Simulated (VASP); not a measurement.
Set up this calculation in VASP 6.6.1, as the native input.

| Property | Result |
| --- | --- |
| Task | single point |
| Functional | PBE |
| Potentials or basis | VASP PAW PBE potentials, release 64 (Li_sv, Sc_sv) |
| Cutoff | 520 eV |
| k mesh | 6 × 4 × 2 |
| Occupations | gaussian, width 0.2 eV |
| Spin | no spin polarisation |
| Dipole correction | no |
| Further INCAR settings | ALGO = Fast; EDIFF = 1e-06; NBANDS = 46 |

The structure of LiSc3 lies in POSCAR:

```
LiSc3
1.0
    3.2798063230      0.0000000000      0.0000000000
    0.0000000001      5.6807911904      0.0000000000
    0.0000000000      0.0000000000     10.3017335873
Li Sc
2 6
Direct
    1.0000000000      0.0000000000      0.5000000000
    0.5000000000      0.5000000000      0.5000000000
    1.0000000000      0.0000000000      0.0000000000
    0.5000000000      0.5000000000      0.0000000000
    0.5000000000      0.1666666667      0.7519649240
    1.0000000000      0.6666666667      0.7519649240
    0.5000000000      0.1666666667      0.2480350760
    1.0000000000      0.6666666667      0.2480350760
```

The input as run:

INCAR

```
PREC = Accurate
ENCUT = 520
EDIFF = 1E-6
ISMEAR = 0
SIGMA = 0.2
LREAL = F
LASPH = T
NELM = 80
ALGO = Fast
ISIF = 2
LWAVE = F
LCHARG = F
GGA = PE
NBANDS = 46
```

KPOINTS

```
regular mesh
0
Gamma
  6 4 2
```

Potentials or basis: VASP PAW PBE potentials, release 64 (Li_sv, Sc_sv).

Command:

```bash
$ cat potpaw_PBE.64/Li_sv/POTCAR potpaw_PBE.64/Sc_sv/POTCAR > POTCAR
$ mpirun -np 1 vasp_std > vasp.out
```

It gave:

* Largest force: 0.005 eV/Å
* Band gap on the k mesh: zero (bands 36 and 37 overlap by 0.30 eV)

Wall time 7.3 min on 1 thread of Oxide Virtual Turin-like Processor, on a shared host, peak memory 0.33 GiB.
